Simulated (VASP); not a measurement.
Write the native input for VASP 6.6.1 that does the following.

```yaml
Task: single point
Functional: PBE
Potentials_or_basis: VASP PAW PBE potentials, release 64 (Al, As)
Cutoff: 520 eV
k_mesh: 8 × 8 × 4
Occupations: gaussian, width 0.1 eV
Spin: no spin polarisation
Dipole_correction: no
Further_INCAR_settings: ALGO = Fast; EDIFF = 1e-06; NBANDS = 32
```

The structure of Al5As lies in POSCAR:

```
Al5As
1.0
    4.1263320076      0.0000000000      0.0000000000
    0.0000000000      4.0638780087      0.0000000000
    0.0000000000      0.0000000000     14.6475372287
Al As
10 2
Direct
    0.5000000000      0.0000000000      0.6817142395
    0.0000000000      0.5000000000      0.8884350666
    0.0000000000      0.5000000000      0.1371056494
    0.5000000000      0.0000000000      0.1166047634
    0.0000000000      0.0000000000      0.5548464767
    0.0000000000      0.5000000000      0.4101941147
    0.5000000000      0.5000000000      0.5419664373
    0.5000000000      0.0000000000      0.4044012610
    0.0000000000      0.0000000000      0.2709314404
    0.5000000000      0.5000000000      0.2600792204
    0.5000000000      0.5000000000      0.7894390611
    0.0000000000      0.0000000000      0.9982822698
```

This cell differs from its parent crystal: volume scaled by 1.06, then relaxed in part.

These files were run (other wordings do the same):

INCAR

```
PREC     = Accurate       # precision mode
ENCUT    = 520            # plane-wave cutoff, eV
EDIFF    = 1E-6           # SCF threshold, eV
ISMEAR   = 0              # smearing method
SIGMA    = 0.1            # smearing width, eV
LREAL    = F              # projectors in reciprocal space
LASPH    = T              # aspherical terms in the spheres
NELM     = 60             # most SCF steps
ALGO     = Fast           # electronic algorithm
ISIF     = 2              # what is computed and relaxed
LWAVE    = F              # write WAVECAR
LCHARG   = F              # write CHGCAR
GGA      = PE             # functional
NBANDS   = 32             # bands
```

KPOINTS

```
Automatic mesh
0
Gamma
  8 8 4
```

Potentials or basis: VASP PAW PBE potentials, release 64 (Al, As).

The run is started by

```sh
$ cat potpaw_PBE.64/Al/POTCAR potpaw_PBE.64/As/POTCAR > POTCAR
$ mpirun -np 1 vasp_std > vasp.out
```

It gave:

```json
{
  "Pressure": "-3.4 GPa",
  "Largest force": "0.012 eV/Å",
  "Band gap on the k mesh": "zero (band 20 reaches 6.47 eV, above the bottom of band 21 at 4.65 eV)"
}
```

Wall time 6 min on 1 thread of AMD EPYC 9R45 96-Core Processor (Zen 5) (shared host), peak memory 0.57 GiB.
